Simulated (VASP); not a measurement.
NaF, 6 atoms in the cell. The structure is trigonal, space group P3_212 (No. 153). The conventional cell has a = 3.809 Å, b = 3.809 Å, c = 7.400 Å, α = 90.00°, β = 90.00°, γ = 120.00°. Na (site symmetry 2) has 5 F at 2.17 to 2.69 Å within 2.9 Å. Within 2.9 Å of F (site symmetry 2) lie 5 Na at 2.17 to 2.69 Å. The cell was built from a structure type or drawn by symmetry, and may not be a known phase.

- Program: VASP 6.6.1
- Task: single point
- Functional: PBE
- Potentials or basis: VASP PAW PBE potentials, release 64 (Na_pv, F)
- Cutoff: 520 eV
- k mesh: 6 × 6 × 4
- Occupations: gaussian, width 0.1 eV
- Spin: no spin polarisation
- Dipole correction: no
- Further INCAR settings: ALGO = Normal; EDIFF = 1e-06; NBANDS = 30

Potentials or basis: VASP PAW PBE potentials, release 64 (Na_pv, F).

The run is started by

```console
$ cat potpaw_PBE.64/Na_pv/POTCAR potpaw_PBE.64/F/POTCAR > POTCAR
$ mpirun -np 1 vasp_std > vasp.out
```

Hardware: 1 thread of Intel(R) Xeon(R) 6975P-C (Granite Rapids), on a shared host.

Task: How long does it take, and how much memory?

Result: Run time: 29 s on 1 thread of Intel(R) Xeon(R) 6975P-C (Granite Rapids), on a shared host, peak memory 0.21 GiB. Counts: scf iterations 13, k points 24.
